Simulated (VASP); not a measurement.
Set up this calculation in VASP 6.6.1, as the native input.

* Task: relaxation of cell and atoms
* Functional: PBE
* Potentials or basis: VASP PAW PBE potentials, release 64 (Ru_pv)
* Cutoff: 500 eV
* k mesh: 18 × 18 × 18
* Occupations: fermi-dirac, width 0.1 eV
* Spin: no spin polarisation
* Target pressure: 44 GPa
* Dipole correction: no
* Further INCAR settings: ALGO = Normal; EDIFF = 1e-07; IBRION = 2; EDIFFG = -0.005; NSW = 60; ISIF = 3

The structure of Ru lies in POSCAR:

```
Ru
1.0
   -2.2754351105      2.2754351105      1.2514893108
    2.2754351105     -2.2754351105      1.2514893108
    2.2754351105      2.2754351105     -1.2514893108
Ru
2
Direct
   -0.3750000000     -0.1250000000     -0.2500000000
    0.3750000000      0.1250000000      0.2500000000
```

The input as run:

INCAR

```
SYSTEM = Ru
PREC     = Accurate       ! precision mode
ENCUT    = 500            ! plane-wave cutoff, eV
EDIFF    = 1E-7           ! SCF threshold, eV
ISMEAR   = -1             ! smearing method
SIGMA    = 0.1            ! smearing width, eV
LREAL    = .False.        ! projectors in reciprocal space
LASPH    = .True.         ! aspherical terms in the spheres
NELM     = 120            ! most SCF steps
ALGO     = Normal         ! electronic algorithm
ISIF     = 3              ! what is computed and relaxed
LWAVE    = .False.        ! write WAVECAR
LCHARG   = .False.        ! write CHGCAR
GGA      = PE             ! functional
IBRION   = 2              ! ionic algorithm
NSW      = 60             ! ionic steps
EDIFFG   = -0.005         ! ionic threshold
PSTRESS  = 440.0        
GGA_COMPAT= .False.      
NELMIN   = 4
```

KPOINTS

```
regular mesh
0
Gamma
  18 18 18
  0 0 0
```

Potentials or basis: VASP PAW PBE potentials, release 64 (Ru_pv).

Run with:

```sh
$ cat potpaw_PBE.64/Ru_pv/POTCAR > POTCAR
$ mpirun -np 1 vasp_std > vasp.out
```

Results of the run:

```
Relaxed volume                                             : 13.49 Å³/atom
Relaxed cell                                               : a = 3.487 Å, b = 3.487 Å, c = 3.487 Å, α = 97.77°, β = 97.77°, γ = 136.84°
Space group after relaxing (to 0.1 Å)                      : I4_1/amd (No. 141)
Energy change on relaxing (the run minimises the enthalpy) : -174.6 meV/atom
Ionic steps                                                : 9
Pressure after relaxing                                    : 44.0 GPa
Band gap on the k mesh                                     : zero (bands 14 and 15 overlap by 1.87 eV)
```

Caveat: the cell is relaxed towards a set pressure, so the run minimises the enthalpy, not the energy.

It took 15 min on 1 thread of AMD EPYC 9R45 (Zen 5), on a shared host, peak memory 0.27 GiB.
